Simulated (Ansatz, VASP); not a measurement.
# One calculation of BAs, two programs

```
CELL_PARAMETERS angstrom
2.95701 0.00000 0.00000
0.00000 2.95701 0.00000
0.00000 0.00000 2.95701
ATOMIC_POSITIONS crystal
B 0.50000 0.50000 0.50000
As 0.00000 0.00000 0.00000
```

Alike in both runs: task single point; functional B3LYP; k mesh 5 × 5 × 5; occupations fermi-dirac, width 0.05 eV; no spin polarisation.

|  | VASP | Ansatz |
| --- | --- | --- |
| version | VASP 6.6.1 | Ansatz 0.2.0 |
| potentials or method | VASP PAW PBE potentials, release 64 (B, As) | Ansatz PAW |
| plane-wave cutoff (eV) | 520 | 420 |
| valence electrons in the cell | 8 | 18 |

```tsv
	VASP	Ansatz	Ansatz less VASP
gap on the k mesh at the Fermi level (eV)	none	none	-
pressure (GPa)	-0.4	-0.4	+0.01
```

VASP's potentials were made for PBE, not for B3LYP. A gap of «none» marks a metal or a gap that the smearing closes. VASP's potentials hold 8 valence electrons a cell and Ansatz's 18, so a difference there can come from the potentials and not from the codes.

The k mesh is coarse, so the values compare programs but aren't converged.
